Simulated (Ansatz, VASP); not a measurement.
# Two plane-wave programs on Te2Mo

```
Te Mo
1.0
     3.36374    0.00000    0.00000
    -1.68187    2.91308    0.00000
     0.00000    0.00000   33.27021
Te Mo
2 1
Direct
  0.33333 0.66667 0.44371
  0.33333 0.66667 0.55629
  0.66667 0.33333 0.50000
```

Change from the starting cell: biaxial strain -0.040, atoms relaxed.

Alike in both runs: functional PBE; dispersion D3(BJ); k mesh 12 × 12 × 1; occupations gaussian, width 0.02 eV; no spin polarisation.

Ansatz relaxed the structure, and its values are those at the end. VASP's run is a single point on that final structure, the one shown.

|  | VASP | Ansatz |
| --- | --- | --- |
| version | VASP 6.6.1 | Ansatz 0.2.0 |
| potentials or method | VASP PAW PBE potentials, release 64 (Te, Mo_sv), cutoff 520 eV | scalar-relativistic, plane waves, PAW |
| valence electrons in the cell | 26 | 46 |

Ansatz gave:

* gap on the k mesh at the Fermi level (eV): 0.93
* least direct gap on the mesh (eV): 1.39
* rms of the force components (eV/Å): 0.001

Question: Which values does VASP return?

Answer: gap on the k mesh at the Fermi level (eV): 0.93; least direct gap on the mesh (eV): 1.39; rms of the force components (eV/Å): 0.006.

VASP's potentials hold 26 valence electrons a cell and Ansatz's 46, so a difference there can come from the potentials and not from the codes. Ansatz's warnings: stress scf threshold loose.

Neither program's run includes spin-orbit coupling.
